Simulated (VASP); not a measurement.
# LaScCl6 (Fm-3m) in VASP: notebook, part 2 of 2

VASP 6.6.1.

## Step 3: Single point, PBE

This run uses another cell than the first one, of 36.93 Å³/atom, 1.151 times its volume.

INCAR reads:

```
  PREC = Accurate
  ENCUT = 520
  EDIFF = 1E-7
  ISMEAR = 0
  SIGMA = 0.1
  LREAL = F
  LASPH = T
  NELM = 80
  ALGO = Normal
  ISIF = 2
  LWAVE = F
  LCHARG = F
  GGA = PE
  NBANDS = 42
```

KPOINTS reads:

```
Automatic mesh
0
Gamma
  4 4 4
```

POSCAR reads:

```
LaScCl6
1.0
    0.0000000000      5.2860483040      5.2860483040
    5.2860483040      0.0000000000      5.2860483040
    5.2860483040      5.2860483040      0.0000000000
La Sc Cl
1 1 6
Direct
    0.0000000000      0.0000000000      0.0000000000
    0.5000000000      0.5000000000      0.5000000000
    0.2636773357      0.7363226643      0.7363226643
    0.7363226643      0.2636773357      0.2636773357
    0.7363226643      0.2636773357      0.7363226643
    0.2636773357      0.7363226643      0.2636773357
    0.7363226643      0.7363226643      0.2636773357
    0.2636773357      0.2636773357      0.7363226643
```

Potentials or basis: VASP PAW PBE potentials, release 64 (La, Sc_sv, Cl).

Started as:

```sh
$ cat potpaw_PBE.64/La/POTCAR potpaw_PBE.64/Sc_sv/POTCAR potpaw_PBE.64/Cl/POTCAR > POTCAR
$ mpirun -np 1 vasp_std > vasp.out
```

OUTCAR:

```text
PREC = Accurate
   ENCUT = 520
   EDIFF = 1E-7
   ISMEAR = 0
   LREAL = F
   LASPH = T
   NELM = 80
   ISIF = 2
   GGA = PE

 ion  position               nearest neighbor table
   1  0.000  0.000  0.000-   3 2.79   4 2.79   5 2.79   6 2.79   7 2.79   8 2.79
   2  0.500  0.500  0.500-   3 2.50   4 2.50   5 2.50   6 2.50   7 2.50   8 2.50
   3  0.264  0.736  0.736-   2 2.50   1 2.79
   4  0.736  0.264  0.264-   2 2.50   1 2.79
   5  0.736  0.264  0.736-   2 2.50   1 2.79
   6  0.264  0.736  0.264-   2 2.50   1 2.79
   7  0.736  0.736  0.264-   2 2.50   1 2.79
   8  0.264  0.264  0.736-   2 2.50   1 2.79
[... 552 lines left out ...]
  Total       -0.0511639     -0.0511639     -0.0511639      0.0000000     -0.0000000     -0.0000000
  in kB       -0.2774925     -0.2774925     -0.2774925      0.0000000     -0.0000000     -0.0000000
  external PRESSURE =      -0.2774925 kB  Pullay stress =       0.0000000 kB

 VOLUME and BASIS-vectors are now :
 -----------------------------------------------------------------------------
  energy-cutoff  :      520.00
  volume of cell :      295.41
      direct lattice vectors                 reciprocal lattice vectors
     0.000000000  5.286048304  5.286048304    -0.094588617  0.094588617  0.094588617
     5.286048304  0.000000000  5.286048304     0.094588617 -0.094588617  0.094588617
     5.286048304  5.286048304  0.000000000     0.094588617  0.094588617 -0.094588617

 POSITION                                       TOTAL-FORCE (eV/Angst)
 -----------------------------------------------------------------------------------
      0.00000      0.00000      0.00000        -0.000000     -0.000000     -0.000000
      5.28605      5.28605      5.28605         0.000000      0.000000     -0.000000
      7.78447      5.28605      5.28605         0.034499      0.000000     -0.000000
      2.78762      5.28605      5.28605        -0.034499      0.000000     -0.000000
      5.28605      7.78447      5.28605         0.000000      0.034499     -0.000000
      5.28605      2.78762      5.28605         0.000000     -0.034499     -0.000000
      5.28605      5.28605      7.78447         0.000000      0.000000      0.034499
      5.28605      5.28605      2.78762         0.000000      0.000000     -0.034499
 -----------------------------------------------------------------------------------
    total drift:                               -0.000000     -0.000000     -0.000000

  FREE ENERGIE OF THE ION-ELECTRON SYSTEM (eV)
  ---------------------------------------------------
  free  energy   TOTEN  =       -39.5981773059 eV

  energy  without entropy=      -39.5981773058  energy(sigma->0) =      -39.59817731
```

OSZICAR:

```text
N       E                     dE             d eps       ncg     rms          rms(c)
DAV:   1     0.870165351410E+03    0.87017E+03   -0.24361E+04   672   0.154E+03
DAV:   2     0.171069905778E+03   -0.69910E+03   -0.67146E+03   840   0.408E+02
DAV:   3    -0.161568368817E+02   -0.18723E+03   -0.16675E+03  1012   0.195E+02
DAV:   4    -0.418982065363E+02   -0.25741E+02   -0.25312E+02  1112   0.759E+01
DAV:   5    -0.428301535323E+02   -0.93195E+00   -0.92851E+00  1112   0.176E+01    0.101E+01
DAV:   6    -0.396670367836E+02    0.31631E+01   -0.10044E+01  1024   0.186E+01    0.584E+00
DAV:   7    -0.395836627103E+02    0.83374E-01   -0.13952E+00  1174   0.647E+00    0.310E+00
DAV:   8    -0.396194822674E+02   -0.35820E-01   -0.47507E-01  1066   0.465E+00    0.127E+00
DAV:   9    -0.396005550076E+02    0.18927E-01   -0.25990E-01  1048   0.336E+00    0.508E-01
DAV:  10    -0.395977976961E+02    0.27573E-02   -0.18337E-02  1208   0.975E-01    0.180E-01
DAV:  11    -0.395982916924E+02   -0.49400E-03   -0.20592E-03  1128   0.279E-01    0.958E-02
DAV:  12    -0.395982673920E+02    0.24300E-04   -0.13977E-04  1110   0.703E-02    0.223E-02
DAV:  13    -0.395981977426E+02    0.69649E-04   -0.59698E-05  1040   0.425E-02    0.123E-02
DAV:  14    -0.395981791764E+02    0.18566E-04   -0.14249E-05  1014   0.210E-02    0.268E-03
DAV:  15    -0.395981773807E+02    0.17957E-05   -0.17449E-06  1072   0.854E-03    0.281E-03
DAV:  16    -0.395981773059E+02    0.74828E-07   -0.65155E-08   590   0.193E-03
   1 F= -.39598177E+02 E0= -.39598177E+02  d E =-.130554E-10
```

Run time: 3.4 min. Hardware: 1 thread of Intel Xeon 6975P-C, shared host; peak memory 0.48 GiB.

Results:

```yaml
Free_energy: -39.5982 eV
Pressure: 0.0 GPa
Largest_force: 0.034 eV/Å
Band_gap_on_the_k_mesh: 3.35 eV, direct
```

Forces on the atoms (eV/Å):
```
La   0.000  0.000  0.000
Sc   0.000  0.000  0.000
Cl   0.034  0.000  0.000
Cl  -0.034  0.000  0.000
Cl   0.000  0.034  0.000
Cl   0.000 -0.034  0.000
Cl   0.000  0.000  0.034
Cl   0.000  0.000 -0.034
```

Caveat: spin-orbit coupling is left out, which moves the levels of the heavy elements. As with any semilocal functional, this PBE gap is likely too small.

## Step 4: Single point, PBE

This run uses another cell than the first one, of 36.93 Å³/atom, 1.151 times its volume.

INCAR reads:

```
SYSTEM = LaScCl6
  PREC = Accurate
  ENCUT = 520
  EDIFF = 1E-7
  ISMEAR = 0
  SIGMA = 0.02
  LREAL = .False.
  LASPH = .True.
  NELM = 100
  ALGO = Normal
  ISIF = 2
  LWAVE = .False.
  LCHARG = .True.
  GGA = PE
  LELF = .True.
  LVHAR = .True.
  NBANDS = 42
```

KPOINTS reads:

```
regular mesh
0
Gamma
  4 4 4
  0 0 0
```

POSCAR is that of step 3.

Potentials or basis: VASP PAW PBE potentials, release 64 (La, Sc_sv, Cl).

Started as:

```sh
$ cat potpaw_PBE.64/La/POTCAR potpaw_PBE.64/Sc_sv/POTCAR potpaw_PBE.64/Cl/POTCAR > POTCAR
$ mpirun -np 1 vasp_std > vasp.out
```

OUTCAR:

```text
SYSTEM = LaScCl6
   PREC = Accurate
   ENCUT = 520
   EDIFF = 1E-7
   ISMEAR = 0
   LREAL = .False.
   LASPH = .True.
   NELM = 100
   ISIF = 2
   GGA = PE

 ion  position               nearest neighbor table
   1  0.000  0.000  0.000-   3 2.79   4 2.79   5 2.79   6 2.79   7 2.79   8 2.79
   2  0.500  0.500  0.500-   3 2.50   4 2.50   5 2.50   6 2.50   7 2.50   8 2.50
   3  0.264  0.736  0.736-   2 2.50   1 2.79
   4  0.736  0.264  0.264-   2 2.50   1 2.79
   5  0.736  0.264  0.736-   2 2.50   1 2.79
   6  0.264  0.736  0.264-   2 2.50   1 2.79
   7  0.736  0.736  0.264-   2 2.50   1 2.79
   8  0.264  0.264  0.736-   2 2.50   1 2.79

  LATTYP: Found a face centered cubic cell.
 ALAT       =    10.5720966080

  Lattice vectors:

 A1 = (   0.0000000000,   5.2860483040,   5.2860483040)
 A2 = (   5.2860483040,   0.0000000000,   5.2860483040)
 A3 = (   5.2860483040,   5.2860483040,   0.0000000000)

Analysis of symmetry for initial positions (statically):
=====================================================================
 Subroutine PRICEL returns:
 Original cell was already a primitive cell.

 Routine SETGRP: Setting up the symmetry group for a
 face centered cubic supercell.

 Subroutine GETGRP returns: Found 48 space group operations
 (whereof 48 operations were pure point group operations)
 out of a pool of 48 trial point group operations.

The static configuration has the point symmetry O_h .

Analysis of symmetry for dynamics (positions and initial velocities):
=====================================================================
 Subroutine PRICEL returns:
 Original cell was already a primitive cell.

 Routine SETGRP: Setting up the symmetry group for a
 face centered cubic supercell.

 Subroutine GETGRP returns: Found 48 space group operations
 (whereof 48 operations were pure point group operations)
 out of a pool of 48 trial point group operations.

The dynamic configuration has the point symmetry O_h .

 Subroutine INISYM returns: Found 48 space group operations
 (whereof 48 operations are pure point group operations),
 and found     1 'primitive' translations

----------------------------------------------------------------------------------------

                                     Primitive cell

  volume of cell :     295.4088

  direct lattice vectors                    reciprocal lattice vectors
     0.000000000  5.286048304  5.286048304    -0.094588617  0.094588617  0.094588617
     5.286048304  0.000000000  5.286048304     0.094588617 -0.094588617  0.094588617
     5.286048304  5.286048304  0.000000000     0.094588617  0.094588617 -0.094588617

  length of vectors
     7.475601203  7.475601203  7.475601203     0.163832291  0.163832291  0.163832291

  position of ions in fractional coordinates (direct lattice)
     0.000000000  0.000000000  0.000000000
     0.500000000  0.500000000  0.500000000
     0.263677336  0.736322664  0.736322664
     0.736322664  0.263677336  0.263677336
     0.736322664  0.263677336  0.736322664
     0.263677336  0.736322664  0.263677336
     0.736322664  0.736322664  0.263677336
     0.263677336  0.263677336  0.736322664
[... 40 lines left out ...]
  0.000000  0.000000  0.000000      1.000000
  0.250000  0.000000  0.000000      8.000000
  0.500000  0.000000  0.000000      4.000000
  0.250000  0.250000  0.000000      6.000000
  0.500000  0.250000  0.000000     24.000000
 -0.250000  0.250000  0.000000     12.000000
  0.500000  0.500000  0.000000      3.000000
 -0.250000  0.500000  0.250000      6.000000
   k-points           NKPTS =      8   k-points in BZ     NKDIM =      8   number of bands    NBANDS=     42
   number of dos      NEDOS =    301   number of ions     NIONS =      8
   total plane-waves  NPLWV = 175616
   dimension x,y,z NGX =    56 NGY =   56 NGZ =   56
   dimension x,y,z NGXF=   112 NGYF=  112 NGZF=  112
   ions per type =               1   1   6
   NGX,Y,Z   is equivalent  to a cutoff of  12.45, 12.45, 12.45 a.u.
   NGXF,Y,Z  is equivalent  to a cutoff of  24.91, 24.91, 24.91 a.u.
 SYSTEM =  LaScCl6
   PREC   = accura    normal or accurate (medium, high low for compatibility)
   ISTART =      0    job   : 0-new  1-cont  2-samecut
   ICHARG =      2    charge: 1-file 2-atom 10-const
   ISPIN  =      1    spin polarized calculation?
   LNONCOLLINEAR =      F non collinear calculations
   LSORBIT =      F    spin-orbit coupling
   LASPH  =      T    aspherical Exc in radial PAW
   ENCUT  =  520.0 eV  38.22 Ry    6.18 a.u.  13.90 13.90 13.90*2*pi/ulx,y,z
   NELM   =    100;   NELMIN=  2; NELMDL= -5     # of ELM steps
   EDIFF  = 0.1E-06   stopping-criterion for ELM
   LREAL  =      F    real-space projection
   EDIFFG = 0.1E-05   stopping-criterion for IOM
   NSW    =      0    number of steps for IOM
   IBRION =     -1    ionic relax: 0-MD 1-quasi-New 2-CG
   NFREE  =      0    steps in history (QN), initial steepest desc. (CG)
   ISIF   =      2    stress and relaxation
   ISYM   =      2    0-nonsym 1-usesym 2-fastsym
   POTIM  = 0.5000    time-step for ionic-motion
   TEBEG  =    0.0;   TEEND  =   0.0 temperature during run
   PSTRESS=    0.0 pullay stress
   NELECT =      64.0000    total number of electrons
   NUPDOWN=      -1.0000    fix difference up-down
   EMIN   =  10.00;   EMAX   =-10.00  energy-range for DOS
   EFERMI =   0.00;   METHOD = LEGACY
   ISMEAR =     0;   SIGMA  =   0.02  broadening in eV -4-tet -1-fermi 0-gaus
   EFERMI_NEDOS =   21; number of points for ismear=-14 and -15
   IALGO  =     38    algorithm
   IMIX   =      4    mixing-type and parameters
     AMIX     =   0.40;   BMIX     =  1.00
     AMIX_MAG =   1.60;   BMIX_MAG =  1.00
  volume/ion in A,a.u.               =      36.93       249.19
  Fermi-wavevector in a.u.,A,eV,Ry     =   0.983242  1.858058 13.153631  0.966765
  Thomas-Fermi vector in A             =   2.114385
   LORBIT       =      0    0 simple, 1 ext, 2 COOP (PROOUT), +10 PAW based schemes
   GGA     = PE    functional components
   LHFCALC =     F    Hartree Fock is set to
   AEXX    =    0.0000 exact exchange contribution
   IVDW    =     0    specifies the selected vdW correction
   LEPSILON=     F    determine dielectric tensor
   LRPA    =     F    only Hartree local field effects (RPA)
 non-spin polarized calculation
 Gauss-broadening in eV      SIGMA  =   0.02
  energy-cutoff  :      520.00
  volume of cell :      295.41
 maximum number of plane-waves:      7992
   NGX = 27   NGY = 27   NGZ = 27

 number of electron      64.0000010 magnetization

 Free energy of the ion-electron system (eV)
  ---------------------------------------------------
  ext. energy  EPLUGINS =         0.00000000
  ---------------------------------------------------
  free energy    TOTEN  =       -39.59817731 eV

  energy without entropy =      -39.59817731  energy(sigma->0) =      -39.59817731

 E-fermi :  -1.4509     XC(G=0):  -6.8669

 val. band max:       -1.5388229744   @ k =   0.0000   0.0000   0.0000
 cond. band min:       1.8078145264   @ k =   0.0000   0.0000   0.0000
 fundamental gap:      3.3466375009
 Fermi energy:        -1.4508686914

 k-point     1 :       0.0000    0.0000    0.0000
  band No.  band energies     occupation
      1     -50.1780      2.00000
      2     -32.4261      2.00000
      3     -28.7686      2.00000
      4     -28.7686      2.00000
      5     -28.7686      2.00000
      6     -16.5252      2.00000
[... 349 lines left out ...]
     41       2.6031      0.00000
     42       2.6033      0.00000

------------------------ aborting loop because EDIFF is reached ----------------------------------------

  FORCE on cell =-STRESS in cart. coord.  units (eV):
  Direction    XX          YY          ZZ          XY          YZ          ZX
  --------------------------------------------------------------------------------------
  -------------------------------------------------------------------------------------
  Total       -0.0511640     -0.0511640     -0.0511640     -0.0000000     -0.0000000      0.0000000
  in kB       -0.2774925     -0.2774925     -0.2774925     -0.0000000     -0.0000000      0.0000000
  external PRESSURE =      -0.2774925 kB  Pullay stress =       0.0000000 kB

 VOLUME and BASIS-vectors are now :
 -----------------------------------------------------------------------------
  energy-cutoff  :      520.00
  volume of cell :      295.41
      direct lattice vectors                 reciprocal lattice vectors
     0.000000000  5.286048304  5.286048304    -0.094588617  0.094588617  0.094588617
     5.286048304  0.000000000  5.286048304     0.094588617 -0.094588617  0.094588617
     5.286048304  5.286048304  0.000000000     0.094588617  0.094588617 -0.094588617

 POSITION                                       TOTAL-FORCE (eV/Angst)
 -----------------------------------------------------------------------------------
      0.00000      0.00000      0.00000         0.000000      0.000000     -0.000000
      5.28605      5.28605      5.28605         0.000000      0.000000     -0.000000
      7.78447      5.28605      5.28605         0.034499      0.000000     -0.000000
      2.78762      5.28605      5.28605        -0.034499      0.000000     -0.000000
      5.28605      7.78447      5.28605         0.000000      0.034499     -0.000000
      5.28605      2.78762      5.28605         0.000000     -0.034499     -0.000000
      5.28605      5.28605      7.78447         0.000000      0.000000      0.034499
      5.28605      5.28605      2.78762         0.000000      0.000000     -0.034499
 -----------------------------------------------------------------------------------
    total drift:                               -0.000000     -0.000000     -0.000000

  FREE ENERGIE OF THE ION-ELECTRON SYSTEM (eV)
  ---------------------------------------------------
  free  energy   TOTEN  =       -39.5981773057 eV

  energy  without entropy=      -39.5981773057  energy(sigma->0) =      -39.59817731
```

Wall time 3.6 min (1 thread of Intel Xeon 6975P-C, shared host); peak memory 0.48 GiB.

Results:

```
Free energy            : -39.5982 eV
Pressure               : 0.0 GPa
Largest force          : 0.034 eV/Å
Band gap on the k mesh : 3.35 eV, direct
```

Forces in eV/Å, atoms in the order of the input:
```
La   0.000  0.000  0.000
Sc   0.000  0.000  0.000
Cl   0.034  0.000  0.000
Cl  -0.034  0.000  0.000
Cl   0.000  0.034  0.000
Cl   0.000 -0.034  0.000
Cl   0.000  0.000  0.034
Cl   0.000  0.000 -0.034
```

Caveat: spin-orbit coupling is left out, which moves the levels of the heavy elements. A k mesh can miss the band edges.

## Step 5: Summary

| cell | smearing | gap on the mesh (eV) | pressure (GPa) | largest force (eV/Å) |
| --- | --- | --- | --- | --- |
| a = 7.134 Å, angles 60.0°, 8 atoms | gaussian 0.1 eV | 3.04 | 9.4 | 4.00 |
| a = 7.476 Å, angles 60.0°, 8 atoms | gaussian 0.1 eV | 3.35 | 0.0 | 0.03 |
| a = 7.476 Å, angles 60.0°, 8 atoms | gaussian 0.02 eV | 3.35 | 0.0 | 0.03 |

Alike in all rows: task single point; level PBE; potentials or basis VASP PAW PBE potentials, release 64 (La, Sc_sv, Cl); no spin polarisation; k mesh 4 × 4 × 4; cutoff (eV) 520.

Caveats: spin-orbit coupling is left out, which moves the levels of the heavy elements; forces of over 1 eV/Å act on the atoms, so gaps and moduli don't describe the material at rest (some runs).

Absolute energies hang on the potentials; compare differences alone.
